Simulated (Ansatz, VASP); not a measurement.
Two plane-wave programs on MgTe

```
CELL_PARAMETERS angstrom
4.39453 0.00000 0.00000
-2.19727 3.80577 0.00000
0.00000 0.00000 7.15689
ATOMIC_POSITIONS crystal
Mg 0.33333 0.66667 0.99939
Mg 0.66667 0.33333 0.49939
Te 0.33333 0.66667 0.37561
Te 0.66667 0.33333 0.87561
```

Change from the starting cell: hydrostatic strain -4.0%.

Alike in both runs: task single point; functional HSE06; k mesh 6 × 6 × 2; no spin polarisation.

|  | VASP | Ansatz |
| --- | --- | --- |
| version | VASP 6.6.1 | Ansatz 0.2.0 |
| potentials or method | VASP PAW PBE potentials, release 64 (Mg, Te) | plane waves, PAW |
| plane-wave cutoff (eV) | 520 | 420 |
| occupations | gaussian, width 0.01 eV | fixed |
| valence electrons in the cell | 16 | 52 |

```csv
,VASP,Ansatz,Ansatz less VASP
gap on the k mesh at the Fermi level (eV),3.81,3.90,+0.085
pressure (GPa),5.5,5.7,+0.19
```

VASP's potentials hold 16 valence electrons a cell and Ansatz's 52, so a difference there can come from the potentials and not from the codes. Ansatz's warnings: stress exchange threshold loose, stress scf threshold loose.

The k mesh is coarse, so the values compare programs but aren't converged. Spin-orbit coupling is off throughout.
